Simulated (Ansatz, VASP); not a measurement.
**One calculation of Yb, two programs**

Contents of INCAR:

```
PREC     = Accurate       # precision mode
ENCUT    = 520            # plane-wave cutoff, eV
EDIFF    = 1E-6           # SCF threshold, eV
ISMEAR   = 0              # smearing method
SIGMA    = 0.05           # smearing width, eV
LREAL    = F              # projectors in reciprocal space
LASPH    = T              # aspherical terms in the spheres
NELM     = 150            # most SCF steps
ALGO     = Normal         # electronic algorithm
ISIF     = 2              # what is computed and relaxed
LWAVE    = F              # write WAVECAR
LCHARG   = T              # write CHGCAR
ISPIN    = 2              # spin polarisation
MAGMOM   = 1              # initial moments
LORBIT   = 11             # projections on sites
LMAXMIX  = 6              # l up to which the mixer works
GGA      = PS             # functional
LELF     = T              # ELF
LVHAR    = T            
NBANDS   = 22             # bands
```

KPOINTS

```
regular mesh
0
Gamma
  9 9 9
```

File POSCAR:

```
Yb
1.0
   -2.1514830000      2.1514830000      2.1514830000
    2.1514830000     -2.1514830000      2.1514830000
    2.1514830000      2.1514830000     -2.1514830000
Yb
1
Direct
    0.0000000000      0.0000000000      0.0000000000
```

The input input.yaml:

```yaml
crystal:
  lattice:
    - [-2.151483, 2.151483, 2.151483]
    - [2.151483, -2.151483, 2.151483]
    - [2.151483, 2.151483, -2.151483]
  atoms:
    - { symbol: Yb, position: [0.0, 0.0, 0.0], spin: 1.0 }
kpoints:
  mp_grid: { grid: [9, 9, 9] }
scf:
  occupations: { method: gaussian, width: 0.05 }
hamiltonian:
  xc: pbesol
  pseudopotentials: { kind: all_electron, lapw: { basis_error: 0.001 } }
magnetization:
  spin_polarized: true
output:
  forces: true
  stress: true
  eigenvalues: true
```

Alike in both runs: task single point; functional PBEsol; k mesh 9 × 9 × 9; occupations gaussian, width 0.05 eV; collinear spin.

|  | VASP | Ansatz |
| --- | --- | --- |
| version | VASP 6.6.1 | Ansatz 0.2.0 |
| potentials or method | VASP PAW PBE potentials, release 64 (Yb), cutoff 520 eV | all-electron LAPW, scalar-relativistic |

|  | VASP | Ansatz | Ansatz less VASP |
| --- | --- | --- | --- |
| gap on the k mesh at the Fermi level (eV) | none | none | - |
| pressure (GPa) | -4.2 | -3.4 | +0.76 |
| net moment per atom (μB) | 0.00 | 0.00 | 0.000 |

VASP's potentials were made for PBE, not for PBEsol. A gap of «none» marks a metal or a gap that the smearing closes. Ansatz ran all-electron here, and VASP with PAW potentials.

Spin-orbit coupling is off throughout. Noted on Ansatz's run: the open f shell may have settled in a state that isn't the lowest.
